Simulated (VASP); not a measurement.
MgS:

```
CELL_PARAMETERS angstrom
0.00000 2.60440 2.60440
2.60440 0.00000 2.60440
2.60440 2.60440 0.00000
ATOMIC_POSITIONS crystal
Mg 0.00000 0.00000 0.00000
S 0.50000 0.50000 0.50000
```

```yaml
Program: VASP 6.6.1
Task: relaxation of cell and atoms
Functional: PBE
Dispersion: D3(BJ)
Potentials_or_basis: VASP PAW PBE potentials, release 64 (Mg, S)
Cutoff: 600 eV
k_mesh: 8 × 8 × 8
Occupations: gaussian, width 0.02 eV
Spin: no spin polarisation
```

At the start: pressure -2.6 GPa; volume 17.67 Å³/atom.

**Question.** Where does the relaxation end?

**Answer.** Over 3 steps the energy falls by 5.1 meV/atom and the volume is 17.06 Å³/atom (-3.4 %); space group Fm-3m (No. 225, to 0.05 Å).

Step by step:
```tsv
step	energy change (eV)	largest force (eV/Å)	pressure (GPa)	volume (Å³)
1	0.0000	0.0000	-2.63	35.33
2	-0.0096	0.0000	0.65	33.87
3	-0.0102	0.0000	0.01	34.13
```

Final structure:
```cif
data_structure
_symmetry_space_group_name_H-M 'P 1'
_symmetry_Int_Tables_number 1
_cell_length_a 3.6410
_cell_length_b 3.6410
_cell_length_c 3.6410
_cell_angle_alpha 60.000
_cell_angle_beta 60.000
_cell_angle_gamma 60.000
_cell_volume 34.13
loop_
_atom_site_label
_atom_site_type_symbol
_atom_site_fract_x
_atom_site_fract_y
_atom_site_fract_z
_atom_site_occupancy
Mg1 Mg 0.00000 0.00000 0.00000 1
S1 S 0.50000 0.50000 0.50000 1
```
